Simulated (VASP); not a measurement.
Input of a VASP 6.6.1 run:

The input POSCAR:

```
SnTe
1.0
    0.0000000000      3.5060068821      3.5060068821
    3.5060068821      0.0000000000      3.5060068821
    3.5060068821      3.5060068821      0.0000000000
Te Sn
1 1
Direct
    0.2500000000      0.2500000000      0.2500000000
    0.0000000000      0.0000000000      0.0000000000
```

INCAR.step1

```
PREC = Accurate
ENCUT = 520
ISMEAR = -1
SIGMA = 0.05
LREAL = F
LASPH = T
NELM = 60
NBANDS = 17
GGA = PE
ALGO = Normal
EDIFF = 1E-4
LWAVE = T
LCHARG = F
```

File INCAR.step2:

```
PREC = Accurate
ENCUT = 520
EDIFF = 1E-6
ISMEAR = -1
SIGMA = 0.05
LREAL = F
LASPH = T
NELM = 60
ALGO = Normal
ISIF = 2
LWAVE = F
LCHARG = F
METAGGA = R2SCAN
LMIXTAU = T
NBANDS = 17
ISTART = 1
```

KPOINTS

```
regular mesh
0
Gamma
  7 7 7
```

Potentials or basis: VASP PAW PBE potentials, release 64 (Te, Sn_d).

Command:

```bash
$ cat potpaw_PBE.64/Te/POTCAR potpaw_PBE.64/Sn_d/POTCAR > POTCAR
$ cp INCAR.step1 INCAR
$ mpirun -np 1 vasp_std > vasp.out
$ cp INCAR.step2 INCAR
$ mpirun -np 1 vasp_std > vasp.out
```

Predict the band gap on the k mesh.

0.17 eV (least direct gap 0.82 eV).

Estimate the pressure.

2.0 GPa.

Caveat: semilocal functionals underestimate gaps, and a narrow one can read as zero; the PAW data sets were made with another functional, which shifts forces and pressure a little; spin-orbit coupling is left out, which moves the levels of the heavy elements; an odd mesh through Γ misses points on the zone boundary, where band edges can lie.
